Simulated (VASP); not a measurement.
Input of a VASP 6.6.1 run:

File INCAR:

```
SYSTEM = BaTiO3
PREC = Accurate ; ENCUT = 520
EDIFF = 1E-6 ; ISMEAR = -1
SIGMA = 0.08 ; LREAL = .FALSE.
LASPH = .TRUE. ; NELM = 100
ALGO = Normal ; ISIF = 2
LWAVE = .FALSE. ; LCHARG = .FALSE.
GGA = PE ; NBANDS = 28
```

The input KPOINTS:

```
Automatic mesh
0
G
  7 7 7
  0 0 0
```

The input POSCAR:

```
BaTiO3
1.0
    3.9998000000      0.0000000000      0.0000000000
    0.0000000000      3.9998000000      0.0000000000
    0.0000000000      0.0000000000      3.8974600000
Ba Ti O
1 1 3
Direct
    0.0000000000      0.0000000000      0.0000000000
    0.5000000000      0.5000000000      0.4820000000
    0.5000000000      0.5000000000      0.0160000000
    0.5000000000      0.0000000000      0.5150000000
    0.0000000000      0.5000000000      0.5150000000
```

Potentials or basis: VASP PAW PBE potentials, release 64 (Ba_sv, Ti_sv, O).

Launch:

```console
$ cat potpaw_PBE.64/Ba_sv/POTCAR potpaw_PBE.64/Ti_sv/POTCAR potpaw_PBE.64/O/POTCAR > POTCAR
$ mpirun -np 1 vasp_std > vasp.out
```

**Question.** Predict the largest force.

**Answer.** 0.622 eV/Å.

**Question.** Estimate the band gap on the k mesh.

**Answer.** 1.92 eV, indirect (least direct gap 2.10 eV).

**Question.** Predict the pressure.

**Answer.** 10.6 GPa.

Forces in eV/Å, atoms in the order of the input:
```
Ba   0.000  0.000 -0.023
Ti   0.000  0.000  0.622
O    0.000  0.000 -0.295
O    0.000  0.000 -0.152
O    0.000  0.000 -0.152
```

Caveat: the cell differs from its parent crystal (zz strain of -3 %); spin-orbit coupling is left out, which moves the levels of the heavy elements. A k mesh can miss the band edges.
